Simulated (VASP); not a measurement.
## Ta2SiO2: single point with PBE

Crystal: Ta2SiO2.

```
Ta Si O
1.0
     2.92071    0.00000    0.00000
    -1.46035    2.52941    0.00000
     0.00000    0.00000    9.68365
Ta Si O
2 1 2
Cartesian
  1.4604 0.8431 6.0745
  0.0000 1.6863 3.6091
  0.0000 0.0000 0.0000
  0.0000 1.6863 7.3536
  1.4604 0.8431 2.3300
```

| Item | Value |
| --- | --- |
| Program | VASP 6.6.1 |
| Task | single point |
| Functional | PBE |
| Potentials or basis | VASP PAW PBE potentials, release 64 (Ta_pv, Si, O) |
| Cutoff | 520 eV |
| k mesh | 6 × 6 × 4 |
| Occupations | gaussian, width 0.1 eV |
| Spin | no spin polarisation |
| Dipole correction | no |
| Further INCAR settings | ALGO = Normal; EDIFF = 1e-06; NBANDS = 27 |

```yaml
Pressure: 0.5 GPa
Largest_force: 0.110 eV/Å
Band_gap_on_the_k_mesh: zero (bands 19 and 20 overlap by 2.39 eV)
```

Forces on the atoms (eV/Å):
```
Ta   0.000  0.000 -0.102
Ta   0.000  0.000  0.102
Si   0.000  0.000  0.000
O    0.000  0.000  0.110
O    0.000  0.000 -0.110
```

Levels at points of the mesh, in eV from the Fermi level:
| k point | band 16 | band 17 | band 18 | band 19 | band 20 | band 21 | band 22 | band 23 |
| --- | --- | --- | --- | --- | --- | --- | --- | --- |
| (0.00, 0.00, 0.00) | -2.93 | -2.16 | 0.73 | 1.06 | 1.06 | 1.27 | 1.70 | 1.70 |
| (0.50, 0.00, 0.00) | -2.93 | -2.43 | -1.49 | -1.23 | 0.39 | 2.57 | 2.82 | 4.71 |
| (0.00, 0.00, 0.50) | -3.84 | -0.58 | -0.41 | 1.06 | 1.06 | 1.57 | 1.70 | 1.70 |
| (0.50, 0.00, 0.50) | -3.14 | -2.46 | -1.34 | -1.05 | 0.38 | 2.49 | 2.85 | 4.40 |

It took 23 s on 1 thread of Intel(R) Xeon(R) 6975P-C (Granite Rapids), on a shared host, peak memory 0.21 GiB.

Caveat: the k points lie up to 0.41 Å⁻¹ apart, too coarse for converged energies and pressures of a metal; spin-orbit coupling is left out, which moves the levels of the heavy elements.
